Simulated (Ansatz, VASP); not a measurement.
## Two plane-wave programs on Ge2H

Contents of INCAR:

```
SYSTEM = Ge2H
PREC = Accurate
ENCUT = 520
EDIFF = 1E-6
ISMEAR = 0
SIGMA = 0.1
LREAL = Auto
LASPH = .TRUE.
NELM = 80
ALGO = Normal
ISIF = 2
LWAVE = .FALSE.
LCHARG = .FALSE.
LDIPOL = .TRUE.
IDIPOL = 3
DIPOL = 0.5 0.5 0.454
GGA = PE
IVDW = 12
NBANDS = 134
```

The input KPOINTS:

```
Automatic mesh
0
G
  3 3 1
  0 0 0
```

The input POSCAR:

```
Ge2H
1.0
    8.0601468097      0.0000000000      0.0000000000
   -4.0300734049      6.9802918954      0.0000000000
    0.0000000000      0.0000000000     25.6280632356
Ge H
16 8
Direct
    0.6666666667      0.3333333333      0.3718579868
    0.6666666667      0.8333333333      0.3718579868
    0.1666666667      0.3333333333      0.3718579868
    0.1666666667      0.8333333333      0.3718579868
    0.5000000000      0.5000000000      0.4039569902
    0.5000000000      0.0000000000      0.4039569902
    0.0000000000      0.5000000000      0.4039569902
    0.0000000000      0.0000000000      0.4039569902
   -0.0037532733      0.5037447923      0.4996360914
   -0.0037447923     -0.0074980656      0.4996360914
    0.5074980656      0.5037532733      0.4996360914
    0.5000000000      0.0000000000      0.4994015293
    0.8333333333      0.6666666667      0.5398246416
    0.8359158766      0.1679476635      0.5296762632
    0.3320317869      0.6640841234      0.5296762632
    0.3320523365      0.1679682131      0.5296762632
    0.6659093869      0.3318862666      0.3111461198
    0.6659768798      0.8340906131      0.3111461198
    0.1666666667      0.3333333333      0.3109574934
    0.1681137334      0.8340231202      0.3111461198
    0.8333333333      0.6666666667      0.6489137657
    0.8333715675      0.1665752563      0.5903304898
    0.3332036888      0.6666284325      0.5903304898
    0.3334247437      0.1667963112      0.5903304898
```

Input for Ansatz:

```yaml
crystal:
  lattice:
    - [8.0601468097, 0.0, 0.0]
    - [-4.0300734049, 6.9802918954, 0.0]
    - [0.0, 0.0, 25.6280632356]
  atoms:
    - { symbol: Ge, position: [0.6666666667, 0.3333333333, 0.3718579868] }
    - { symbol: Ge, position: [0.6666666667, 0.8333333333, 0.3718579868] }
    - { symbol: Ge, position: [0.1666666667, 0.3333333333, 0.3718579868] }
    - { symbol: Ge, position: [0.1666666667, 0.8333333333, 0.3718579868] }
    - { symbol: Ge, position: [0.5, 0.5, 0.4039569902] }
    - { symbol: Ge, position: [0.5, 0.0, 0.4039569902] }
    - { symbol: Ge, position: [0.0, 0.5, 0.4039569902] }
    - { symbol: Ge, position: [0.0, 0.0, 0.4039569902] }
    - { symbol: Ge, position: [-0.0037532733, 0.5037447923, 0.4996360914] }
    - { symbol: Ge, position: [-0.0037447923, -0.0074980656, 0.4996360914] }
    - { symbol: Ge, position: [0.5074980656, 0.5037532733, 0.4996360914] }
    - { symbol: Ge, position: [0.5, 0.0, 0.4994015293] }
    - { symbol: Ge, position: [0.8333333333, 0.6666666667, 0.5398246416] }
    - { symbol: Ge, position: [0.8359158766, 0.1679476635, 0.5296762632] }
    - { symbol: Ge, position: [0.3320317869, 0.6640841234, 0.5296762632] }
    - { symbol: Ge, position: [0.3320523365, 0.1679682131, 0.5296762632] }
    - { symbol: H, position: [0.6659093869, 0.3318862666, 0.3111461198] }
    - { symbol: H, position: [0.6659768798, 0.8340906131, 0.3111461198] }
    - { symbol: H, position: [0.1666666667, 0.3333333333, 0.3109574934] }
    - { symbol: H, position: [0.1681137334, 0.8340231202, 0.3111461198] }
    - { symbol: H, position: [0.8333333333, 0.6666666667, 0.6489137657] }
    - { symbol: H, position: [0.8333715675, 0.1665752563, 0.5903304898] }
    - { symbol: H, position: [0.3332036888, 0.6666284325, 0.5903304898] }
    - { symbol: H, position: [0.3334247437, 0.1667963112, 0.5903304898] }
basis:
  ecutwfc: 420
kpoints:
  mp_grid: { grid: [3, 3, 1] }
hamiltonian:
  xc: pbe
  dispersion: d3bj
scf:
  occupations: { method: gaussian, width: 0.1 }
output:
  forces: true
  eigenvalues: true
  write_density: true
  volumetric_format: npy
efield:
  axis: 3
  dipole_correction: true
  ramp_width: 0.04
```

Alike in both runs: task single point; functional PBE; dispersion D3(BJ); k mesh 3 × 3 × 1; occupations gaussian, width 0.1 eV; no spin polarisation.

|  | VASP | Ansatz |
| --- | --- | --- |
| version | VASP 6.6.1 | Ansatz 0.2.0 |
| potentials or method | VASP PAW PBE potentials, release 64 (Ge_d, H), cutoff 520 eV | scalar-relativistic, plane waves, PAW |
| valence electrons in the cell | 232 | 232 |

|  | VASP | Ansatz | Ansatz less VASP |
| --- | --- | --- | --- |
| gap on the k mesh at the Fermi level (eV) | none | none | - |
| rms of the force components (eV/Å) | 0.247 | 0.247 | +0.0003 |

Atom by atom the forces differ by 0.012 eV/Å (rms over components). A gap of «none» marks a metal or a gap that the smearing closes.
